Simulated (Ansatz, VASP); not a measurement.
**One calculation of Gd, two programs**

```
CELL_PARAMETERS angstrom
3.21951 0.00000 0.00000
0.00000 3.21951 0.00000
0.00000 0.00000 3.21951
ATOMIC_POSITIONS crystal
Gd 0.00000 0.00000 0.00000
```

Alike in both runs: task relaxation of cell and atoms; functional PBE; k mesh 10 × 10 × 10; occupations fermi-dirac, width 0.05 eV; collinear spin.

```csv
,VASP,Ansatz
version,VASP 6.6.1,Ansatz 0.2.0
potentials or method,"VASP PAW PBE potentials, release 64 (Gd)","PAW with Ansatz's default frozen-core files, scalar-relativistic"
plane-wave cutoff (eV),600,420
valence electrons in the cell,18,18
```

```tsv
	VASP	Ansatz	Ansatz less VASP
net moment per atom (μB)	7.88	7.87	-0.007
size of the moment on the site where the two differ most (μB)	7.15	7.49	+0.339
relaxed volume (Å³/atom)	34.70	34.65	-0.043
relaxed length of the cell vector where the two differ most in proportion (Å)	3.262	3.260	-0.0014
```

Site moments also hang on the region over which each program counts them.

Spin-orbit coupling is off throughout.
